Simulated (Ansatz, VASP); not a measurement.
**B in VASP and in Ansatz**

```
B
1.0
     1.76154    0.00000    0.00000
    -0.88077    1.52554    0.00000
     0.00000    0.00000    7.20111
B
2
Direct
  0.33333 0.66667 0.25000
  0.66667 0.33333 0.75000
```

Alike in both runs: task single point; functional LDA; k mesh 24 × 24 × 5; occupations fermi-dirac, width 0.1 eV; no spin polarisation.

|  | VASP | Ansatz |
| --- | --- | --- |
| version | VASP 6.6.1 | Ansatz 0.2.0 |
| potentials or method | VASP PAW LDA potentials, release 64 (B), cutoff 520 eV | plane waves (420 eV) with PAW, scalar-relativistic |
| valence electrons in the cell | 6 | 6 |

```csv
,VASP,Ansatz,Ansatz less VASP
pressure (GPa),-18.8,-18.9,-0.03
"traceless stress, the component that is largest in VASP (GPa)",17.59,17.71,+0.124
```

Ansatz warns that its potentials were made for another functional, while VASP's fit it. LDA's correlation is that of Perdew and Zunger in VASP and of Perdew and Wang (1992) in Ansatz.
